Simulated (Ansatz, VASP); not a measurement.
# Bi2Te3 in VASP and in Ansatz

The input INCAR:

```
  PREC = Accurate
  ENCUT = 520
  EDIFF = 1E-7
  ISMEAR = -1
  SIGMA = 0.05
  LREAL = False
  LASPH = True
  NELM = 100
  ALGO = Normal
  ISIF = 2
  LWAVE = False
  LCHARG = True
  GGA = VW
  LELF = True
  LVHAR = True
  NBANDS = 32
```

File KPOINTS:

```
Automatic mesh
0
Gamma
  7 7 7
```

Contents of POSCAR:

```
Bi2Te3
1.0
    2.1930000000      1.2661291403     10.1656666667
   -2.1930000000      1.2661291403     10.1656666667
    0.0000000000     -2.5322582807     10.1656666667
Bi Te
2 3
Direct
    0.6000000000      0.6000000000      0.6000000000
    0.4000000000      0.4000000000      0.4000000000
    0.7905000000      0.7905000000      0.7905000000
    0.2095000000      0.2095000000      0.2095000000
    0.0000000000      0.0000000000      0.0000000000
```

File input.yaml:

```yaml
crystal:
  lattice:
    - [2.193, 1.2661291403, 10.1656666667]
    - [-2.193, 1.2661291403, 10.1656666667]
    - [0.0, -2.5322582807, 10.1656666667]
  atoms:
    - { symbol: Bi, position: [0.6, 0.6, 0.6] }
    - { symbol: Bi, position: [0.4, 0.4, 0.4] }
    - { symbol: Te, position: [0.7905, 0.7905, 0.7905] }
    - { symbol: Te, position: [0.2095, 0.2095, 0.2095] }
    - { symbol: Te, position: [0.0, 0.0, 0.0] }
hamiltonian:
  xc: { exchange: slater, correlation: vwn5 }
  pseudopotentials: { kind: paw }
kpoints:
  mp_grid: { grid: [7, 7, 7] }
scf:
  occupations: { method: fermi_dirac, width: 0.05 }
output:
  forces: true
  stress: true
  eigenvalues: true
```

Alike in both runs: task single point; functional SVWN5; k mesh 7 × 7 × 7; occupations fermi-dirac, width 0.05 eV; no spin polarisation.

|  | VASP | Ansatz |
| --- | --- | --- |
| version | VASP 6.6.1 | Ansatz 0.2.0 |
| potentials or method | VASP PAW PBE potentials, release 64 (Bi_d, Te) | Ansatz PAW |
| plane-wave cutoff (eV) | 520 | 420 |
| valence electrons in the cell | 48 | 78 |

Ansatz gave:

```
gap on the k mesh at the Fermi level (eV)                     : 0.21
least direct gap on the mesh (eV)                             : 0.21
pressure (GPa)                                                : -1.8
traceless stress, the component that is largest in VASP (GPa) : -0.32
rms of the force components (eV/Å)                            : 0.075
```

Task: What did VASP give for the same quantities?

Result: gap on the k mesh at the Fermi level (eV): 0.20; least direct gap on the mesh (eV): 0.20; pressure (GPa): -1.8; traceless stress, the component that is largest in VASP (GPa): -0.31; rms of the force components (eV/Å): 0.066.

VASP's potentials were made for PBE, not for SVWN5. Atom by atom the forces differ by 0.010 eV/Å (rms over components). VASP's potentials hold 48 valence electrons a cell and Ansatz's 78, so a difference there can come from the potentials and not from the codes.

Spin-orbit coupling is off throughout. Noted on Ansatz's run: odd divisions of the mesh miss points on the zone boundary, where band edges often lie, so the gap on the mesh can be too wide.
